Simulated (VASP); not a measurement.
# C (P6_3/mmc) in VASP: a series of runs

C is run at these levels: PBE exchange alone, r2SCAN+D3(BJ), PBE; tasks: single point, relaxation of cell and atoms.

Program: VASP 6.6.1. These are calculated values, not measurements. Logs are shortened: lines on timing, memory, paths and dates and some standing lists are left out, and cuts for length are marked.

**1. The cell of the first run**

It takes space group P6_3/mmc (No. 194, hexagonal). Conventional cell: a = 2.572 Å, b = 2.572 Å, c = 8.399 Å, α = 90.00°, β = 90.00°, γ = 120.00°. C (site symmetry 3m) has 4 C at 1.57 Å within 2.1 Å. Within 2.1 Å of C (site symmetry 3m) lie 4 C at 1.57 Å.

**2. Single point, PBE exchange alone**

INCAR

```
SYSTEM = C
  AGGAC = 0.0
  ALDAC = 0.0
  ALGO = Normal
  EDIFF = 1E-6
  ENCUT = 520
  GGA = PE
  ISIF = 2
  ISMEAR = -1
  LASPH = .TRUE.
  LCHARG = .FALSE.
  LREAL = .FALSE.
  LWAVE = .FALSE.
  NBANDS = 26
  NELM = 100
  PREC = Accurate
  SIGMA = 0.05
```

KPOINTS

```
k-points
0
G
  12 12 4
  0 0 0
```

POSCAR

```
C
1.0
    2.5715654994      0.0000000000      0.0000000000
   -1.2857827497      2.2270410500      0.0000000000
    0.0000000000      0.0000000000      8.3986527796
C
8
Direct
    0.6666666667      0.3333333333      0.8437500000
    0.3333333333      0.6666666667      0.3437500000
    0.6666666667      0.3333333333      0.6562500000
    0.3333333333      0.6666666667      0.1562500000
    0.0000000000      0.0000000000      0.9062500000
    0.0000000000      0.0000000000      0.4062500000
    0.0000000000      0.0000000000      0.5937500000
    0.0000000000      0.0000000000      0.0937500000
```

Potentials or basis: VASP PAW PBE potentials, release 64 (C).

Launch:

```
> cat potpaw_PBE.64/C/POTCAR > POTCAR
> mpirun -np 1 vasp_std > vasp.out
```

OUTCAR:

```text
SYSTEM = C
   EDIFF = 1E-6
   ENCUT = 520
   GGA = PE
   ISIF = 2
   ISMEAR = -1
   LASPH = .TRUE.
   LREAL = .FALSE.
   NELM = 100
   PREC = Accurate

 ion  position               nearest neighbor table
   1  0.667  0.333  0.844-   3 1.57   5 1.57   5 1.57   5 1.57
   2  0.333  0.667  0.344-   4 1.57   6 1.57   6 1.57   6 1.57
   3  0.667  0.333  0.656-   1 1.57   7 1.57   7 1.57   7 1.57
   4  0.333  0.667  0.156-   2 1.57   8 1.57   8 1.57   8 1.57
   5  0.000  0.000  0.906-   8 1.57   1 1.57   1 1.57   1 1.57
   6  0.000  0.000  0.406-   7 1.57   2 1.57   2 1.57   2 1.57
   7  0.000  0.000  0.594-   6 1.57   3 1.57   3 1.57   3 1.57
   8  0.000  0.000  0.094-   5 1.57   4 1.57   4 1.57   4 1.57

  LATTYP: Found a hexagonal cell.
 ALAT       =     2.5715654994
 C/A-ratio  =     3.2659688355

  Lattice vectors:

 A1 = (   2.5715654994,   0.0000000000,   0.0000000000)
 A2 = (  -1.2857827497,   2.2270410500,   0.0000000000)
 A3 = (   0.0000000000,   0.0000000000,   8.3986527796)

Analysis of symmetry for initial positions (statically):
=====================================================================
 Subroutine PRICEL returns:
 Original cell was already a primitive cell.

 Routine SETGRP: Setting up the symmetry group for a
 hexagonal supercell.

 Subroutine GETGRP returns: Found 24 space group operations
 (whereof 12 operations were pure point group operations)
 out of a pool of 24 trial point group operations.

The static configuration has the point symmetry D_3d.
 The point group associated with its full space group is D_6h.

Analysis of symmetry for dynamics (positions and initial velocities):
=====================================================================
 Subroutine PRICEL returns:
 Original cell was already a primitive cell.

 Routine SETGRP: Setting up the symmetry group for a
 hexagonal supercell.

 Subroutine GETGRP returns: Found 24 space group operations
 (whereof 12 operations were pure point group operations)
 out of a pool of 24 trial point group operations.

The dynamic configuration has the point symmetry D_3d.
 The point group associated with its full space group is D_6h.

 Subroutine INISYM returns: Found 24 space group operations
 (whereof 12 operations are pure point group operations),
 and found     1 'primitive' translations

----------------------------------------------------------------------------------------

[... 109 lines left out ...]
   NFREE  =      0    steps in history (QN), initial steepest desc. (CG)
   ISIF   =      2    stress and relaxation
   ISYM   =      2    0-nonsym 1-usesym 2-fastsym
   POTIM  = 0.5000    time-step for ionic-motion
   TEBEG  =    0.0;   TEEND  =   0.0 temperature during run
   PSTRESS=    0.0 pullay stress
   NELECT =      32.0000    total number of electrons
   NUPDOWN=      -1.0000    fix difference up-down
   EMIN   =  10.00;   EMAX   =-10.00  energy-range for DOS
   EFERMI =   0.00;   METHOD = LEGACY
   ISMEAR =    -1;   SIGMA  =   0.05  broadening in eV -4-tet -1-fermi 0-gaus
   EFERMI_NEDOS =   21; number of points for ismear=-14 and -15
   IALGO  =     38    algorithm
   IMIX   =      4    mixing-type and parameters
     AMIX     =   0.40;   BMIX     =  1.00
     AMIX_MAG =   1.60;   BMIX_MAG =  1.00
  volume/ion in A,a.u.               =       6.01        40.57
  Fermi-wavevector in a.u.,A,eV,Ry     =   1.429156  2.700713 27.789726  2.042487
  Thomas-Fermi vector in A             =   2.549140
   LORBIT       =      0    0 simple, 1 ext, 2 COOP (PROOUT), +10 PAW based schemes
   GGA     = PE    functional components
   LHFCALC =     F    Hartree Fock is set to
   AEXX    =    0.0000 exact exchange contribution
   IVDW    =     0    specifies the selected vdW correction
   LEPSILON=     F    determine dielectric tensor
   LRPA    =     F    only Hartree local field effects (RPA)
 non-spin polarized calculation
  energy-cutoff  :      520.00
  volume of cell :       48.10
 maximum number of plane-waves:      1320
 NGX is ok and might be reduce to    20
   NGX =  9   NGY =  9   NGZ = 31

 number of electron      31.9999996 magnetization

 Free energy of the ion-electron system (eV)
  ---------------------------------------------------
  ext. energy  EPLUGINS =         0.00000000
  ---------------------------------------------------
  free energy    TOTEN  =       -58.57918193 eV

  energy without entropy =      -58.57918193  energy(sigma->0) =      -58.57918193

 E-fermi :  11.4980     XC(G=0): -11.0606

 val. band max:       10.5232127255   @ k =   0.0000   0.0000   0.0000
 cond. band min:      15.1338801066   @ k =   0.4167   0.0000   0.0000
 fundamental gap:      4.6106673812
 Fermi energy:        11.4979859150

 k-point     1 :       0.0000    0.0000    0.0000
  band No.  band energies     occupation
      1     -10.0777      2.00000
      2      -8.4656      2.00000
      3      -8.4190      2.00000
      4      -4.6827      2.00000
      5      -2.1142      2.00000
      6       4.1996      2.00000
[... 685 lines left out ...]
     25      20.6339      0.00000
     26      22.3784      0.00000

 [... further k-points ...]

------------------------ aborting loop because EDIFF is reached ----------------------------------------

  FORCE on cell =-STRESS in cart. coord.  units (eV):
  Direction    XX          YY          ZZ          XY          YZ          ZX
  --------------------------------------------------------------------------------------
  -------------------------------------------------------------------------------------
  Total        1.2474491      1.2474491      4.4875230      0.0000000      0.0000000      0.0000000
  in kB       41.5525787     41.5525787    149.4795660      0.0000000      0.0000000      0.0000000
  external PRESSURE =      77.5282411 kB  Pullay stress =       0.0000000 kB

 VOLUME and BASIS-vectors are now :
 -----------------------------------------------------------------------------
  energy-cutoff  :      520.00
  volume of cell :       48.10
      direct lattice vectors                 reciprocal lattice vectors
     2.571565499  0.000000000  0.000000000     0.388868182  0.224513149  0.000000000
    -1.285782750  2.227041050  0.000000000     0.000000000  0.449026299  0.000000000
     0.000000000  0.000000000  8.398652780     0.000000000  0.000000000  0.119066715

 POSITION                                       TOTAL-FORCE (eV/Angst)
 -----------------------------------------------------------------------------------
      1.28578      0.74235      7.08636         0.000000      0.000000      0.280633
     -0.00000      1.48469      2.88704         0.000000      0.000000      0.280633
      1.28578      0.74235      5.51162         0.000000     -0.000000     -0.280633
     -0.00000      1.48469      1.31229        -0.000000     -0.000000     -0.280633
      0.00000      0.00000      7.61128         0.000000      0.000000      0.311436
      0.00000      0.00000      3.41195        -0.000000     -0.000000      0.311436
      0.00000      0.00000      4.98670         0.000000     -0.000000     -0.311436
      0.00000      0.00000      0.78737        -0.000000     -0.000000     -0.311436
 -----------------------------------------------------------------------------------
    total drift:                               -0.000000      0.000000      0.000000

  FREE ENERGIE OF THE ION-ELECTRON SYSTEM (eV)
  ---------------------------------------------------
  free  energy   TOTEN  =       -58.5791819336 eV

  energy  without entropy=      -58.5791819336  energy(sigma->0) =      -58.57918193
```

OSZICAR:

```text
N       E                     dE             d eps       ncg     rms          rms(c)
DAV:   1     0.748826179931E+02    0.74883E+02   -0.16495E+04  2964   0.119E+03
DAV:   2    -0.556516594022E+02   -0.13053E+03   -0.12245E+03  3872   0.225E+02
DAV:   3    -0.607846761343E+02   -0.51330E+01   -0.50880E+01  4028   0.394E+01
DAV:   4    -0.608396600958E+02   -0.54984E-01   -0.54892E-01  3850   0.442E+00
DAV:   5    -0.608406881844E+02   -0.10281E-02   -0.10276E-02  3946   0.576E-01    0.105E+01
DAV:   6    -0.591343987054E+02    0.17063E+01   -0.12982E+00  3406   0.611E+00    0.627E+00
DAV:   7    -0.585724063464E+02    0.56199E+00   -0.17255E+00  3470   0.719E+00    0.140E+00
DAV:   8    -0.585788840082E+02   -0.64777E-02   -0.36082E-02  3870   0.104E+00    0.666E-02
DAV:   9    -0.585790856352E+02   -0.20163E-03   -0.44950E-04  3842   0.143E-01    0.431E-02
DAV:  10    -0.585791831993E+02   -0.97564E-04   -0.10278E-04  3744   0.732E-02    0.174E-02
DAV:  11    -0.585791820153E+02    0.11840E-05   -0.10435E-06  2916   0.723E-03    0.274E-03
DAV:  12    -0.585791819336E+02    0.81701E-07   -0.32684E-07  2666   0.395E-03
   1 F= -.58579182E+02 E0= -.58579182E+02  d E =-.268871E-10
```

It took 25 s on 1 thread of Intel Xeon 6975P-C (Granite Rapids), shared host; peak memory 0.18 GiB.

Results:

```yaml
Free_energy: -58.5792 eV
Pressure: 7.8 GPa
Largest_force: 0.311 eV/Å
Band_gap_on_the_k_mesh: 4.61 eV (least direct gap 5.19 eV)
```

Forces on the atoms (eV/Å):
```
C    0.000  0.000  0.281
C    0.000  0.000  0.281
C    0.000  0.000 -0.281
C    0.000  0.000 -0.281
C    0.000  0.000  0.311
C    0.000  0.000  0.311
C    0.000  0.000 -0.311
C    0.000  0.000 -0.311
```

Caveat: the cell stands under pressure. A k mesh can miss the band edges.

**3. Single point, r2SCAN+D3(BJ)**

This run uses another cell than the first one, of 5.61 Å³/atom.

POSCAR

```
C
1.0
    2.5050583281      0.0000000000      0.0000000000
   -1.2525291640      2.1694441501      0.0000000000
    0.0000000000      0.0000000000      8.2643009843
C
8
Direct
    0.6666666667      0.3333333333      0.8444855503
    0.3333333333      0.6666666667      0.3444855503
    0.6666666667      0.3333333333      0.6555144497
    0.3333333333      0.6666666667      0.1555144497
    0.0000000000      0.0000000000      0.9070694906
    0.0000000000      0.0000000000      0.4070694906
    0.0000000000      0.0000000000      0.5929305094
    0.0000000000      0.0000000000      0.0929305094
```

INCAR.step1

```
PREC     = Accurate       # precision mode
ENCUT    = 520            # plane-wave cutoff, eV
ISMEAR   = -1             # smearing method
SIGMA    = 0.05           # smearing width, eV
LREAL    = False          # projectors in reciprocal space
LASPH    = True           # aspherical terms in the spheres
NELM     = 80             # most SCF steps
NBANDS   = 26             # bands
GGA      = PE             # functional
ALGO     = Normal         # electronic algorithm
EDIFF    = 1E-4           # SCF threshold, eV
LWAVE    = True           # write WAVECAR
LCHARG   = False          # write CHGCAR
```

INCAR.step2

```
PREC     = Accurate       # precision mode
ENCUT    = 520            # plane-wave cutoff, eV
EDIFF    = 1E-6           # SCF threshold, eV
ISMEAR   = -1             # smearing method
SIGMA    = 0.05           # smearing width, eV
LREAL    = False          # projectors in reciprocal space
LASPH    = True           # aspherical terms in the spheres
NELM     = 80             # most SCF steps
ALGO     = Normal         # electronic algorithm
ISIF     = 2              # what is computed and relaxed
LWAVE    = False          # write WAVECAR
LCHARG   = False          # write CHGCAR
METAGGA  = R2SCAN         # meta-GGA
LMIXTAU  = True         
IVDW     = 12             # dispersion correction
VDW_S6   = 1.0          
VDW_S8   = 0.78981345   
VDW_A1   = 0.49484001   
VDW_A2   = 5.73083694   
NBANDS   = 26             # bands
ISTART   = 1
```

KPOINTS

```
Automatic mesh
0
Gamma
  12 12 4
```

Potentials or basis: VASP PAW PBE potentials, release 64 (C).

Launch:

```
> cat potpaw_PBE.64/C/POTCAR > POTCAR
> cp INCAR.step1 INCAR
> mpirun -np 1 vasp_std > vasp.out
> cp INCAR.step2 INCAR
> mpirun -np 1 vasp_std > vasp.out
```

OUTCAR:

```text
PREC = Accurate
   ENCUT = 520
   EDIFF = 1E-6
   ISMEAR = -1
   LREAL = False
   LASPH = True
   NELM = 80
   ISIF = 2
   METAGGA = R2SCAN
   IVDW = 12
   ISTART = 1
 IVDW          = 12

 ion  position               nearest neighbor table
   1  0.667  0.333  0.844-   5 1.54   5 1.54   5 1.54   3 1.56
   2  0.333  0.667  0.344-   6 1.54   6 1.54   6 1.54   4 1.56
   3  0.667  0.333  0.656-   7 1.54   7 1.54   7 1.54   1 1.56
   4  0.333  0.667  0.156-   8 1.54   8 1.54   8 1.54   2 1.56
[... 918 lines left out ...]
  Total       0.31490     0.31490     0.32017     0.00000     0.00000     0.00000
  in kB      11.23328    11.23328    11.42131     0.00000     0.00000     0.00000
  external pressure =       11.30 kB  Pullay stress =        0.00 kB

 VOLUME and BASIS-vectors are now :
 -----------------------------------------------------------------------------
  energy-cutoff  :      520.00
  volume of cell :       44.91
      direct lattice vectors                 reciprocal lattice vectors
     2.505058328  0.000000000  0.000000000     0.399192302  0.230473783  0.000000000
    -1.252529164  2.169444150  0.000000000     0.000000000  0.460947566  0.000000000
     0.000000000  0.000000000  8.264300984     0.000000000  0.000000000  0.121002369

 POSITION                                       TOTAL-FORCE (eV/Angst)
 -----------------------------------------------------------------------------------
      1.25253      0.72315      6.97908         0.000000     -0.000000     -0.003434
     -0.00000      1.44630      2.84693        -0.000000      0.000000     -0.003434
      1.25253      0.72315      5.41737         0.000000      0.000000      0.003434
     -0.00000      1.44630      1.28522        -0.000000      0.000000      0.003434
      0.00000      0.00000      7.49630         0.000000     -0.000000     -0.001426
      0.00000      0.00000      3.36414         0.000000      0.000000     -0.001426
      0.00000      0.00000      4.90016         0.000000     -0.000000      0.001426
      0.00000      0.00000      0.76801         0.000000     -0.000000      0.001426
 -----------------------------------------------------------------------------------
    total drift:                                0.000000     -0.000000     -0.000000

  FREE ENERGIE OF THE ION-ELECTRON SYSTEM (eV)
  ---------------------------------------------------
  free  energy   TOTEN  =       -79.2683210226 eV

  energy  without entropy=      -79.2683210226  energy(sigma->0) =      -79.26832102
```

Run time: 88 s. Hardware: 1 thread of Intel Xeon 6975P-C (Granite Rapids), shared host; peak memory 0.2 GiB.

What came out:

| Property | Result |
| --- | --- |
| Free energy | -79.2683 eV |
| Pressure | 1.1 GPa |
| Largest force | 0.003 eV/Å |
| Band gap on the k mesh | 4.79 eV (least direct gap 5.56 eV) |
| Dispersion energy per atom | -0.091 eV |

Forces on the atoms (eV/Å):
```
C    0.000  0.000 -0.003
C    0.000  0.000 -0.003
C    0.000  0.000  0.003
C    0.000  0.000  0.003
C    0.000  0.000 -0.001
C    0.000  0.000 -0.001
C    0.000  0.000  0.001
C    0.000  0.000  0.001
```

Levels at points of the mesh, in eV from the valence-band top:
```tsv
k point	band 14	band 15	band 16	band 17	band 18	band 19
(0.00, 0.00, 0.00)	-0.24	0.00	0.00	5.56	5.56	5.74
(0.50, 0.00, 0.00)	-5.02	-3.93	-3.18	4.86	5.87	6.33
(0.00, 0.00, 0.50)	-0.70	-0.70	-0.70	6.38	6.38	6.38
(0.50, 0.00, 0.50)	-5.05	-3.93	-3.93	5.22	5.22	7.39
```

Caveat: the PAW data sets were made with another functional, which shifts forces and pressure a little.

(Continued in part 2 of 2.)
